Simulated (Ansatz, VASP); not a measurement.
Lu: VASP beside Ansatz

Contents of POSCAR:

```
Lu
1.0
    3.5048427637      0.0000000000      0.0000000000
   -1.7524213819      3.0352828697      0.0000000000
    0.0000000000      0.0000000000      5.4508286542
Lu
2
Direct
    0.3333333333      0.6666666667      0.7500000000
    0.6666666667      0.3333333333      0.2500000000
```

The input INCAR.step1:

```
PREC = Accurate
ENCUT = 520
ISMEAR = 0
SIGMA = 0.1
LREAL = F
LASPH = T
NELM = 80
NBANDS = 32
GGA = PE
ALGO = Normal
EDIFF = 1E-4
LWAVE = T
LCHARG = F
```

INCAR.step2

```
PREC = Accurate
ENCUT = 520
EDIFF = 1E-7
ISMEAR = 0
SIGMA = 0.1
LREAL = F
LASPH = T
NELM = 80
ALGO = Normal
ISIF = 2
LWAVE = F
LCHARG = T
METAGGA = R2SCAN
LMIXTAU = T
LELF = T
LVHAR = T
NBANDS = 32
ISTART = 1
```

Contents of KPOINTS:

```
regular mesh
0
Gamma
  12 12 7
```

Input for Ansatz:

```yaml
crystal:
  lattice:
    - [3.5048427637, 0.0, 0.0]
    - [-1.7524213819, 3.0352828697, 0.0]
    - [0.0, 0.0, 5.4508286542]
  atoms:
    - { symbol: Lu, position: [0.3333333333, 0.6666666667, 0.75] }
    - { symbol: Lu, position: [0.6666666667, 0.3333333333, 0.25] }
basis:
  ecutwfc: 500
kpoints:
  mp_grid: { grid: [12, 12, 7] }
hamiltonian:
  xc: r2scan
scf:
  occupations: { method: gaussian, width: 0.1 }
output:
  forces: true
  stress: true
  eigenvalues: true
```

Alike in both runs: task single point; functional r2SCAN; k mesh 12 × 12 × 7; occupations gaussian, width 0.1 eV; no spin polarisation.

```csv
,VASP,Ansatz
version,VASP 6.6.1,Ansatz 0.2.0
potentials or method,"VASP PAW PBE potentials, release 64 (Lu), cutoff 520 eV","scalar-relativistic, plane waves, PAW"
valence electrons in the cell,50,50
```

```csv
,VASP,Ansatz,Ansatz less VASP
gap on the k mesh at the Fermi level (eV),none,none,-
pressure (GPa),0.3,0.0,-0.35
"traceless stress, the component that is largest in VASP (GPa)",0.06,0.00,-0.064
```

VASP's potentials were made for PBE, not for r2SCAN. A gap of «none» marks a metal or a gap that the smearing closes.

Neither program's run includes spin-orbit coupling.
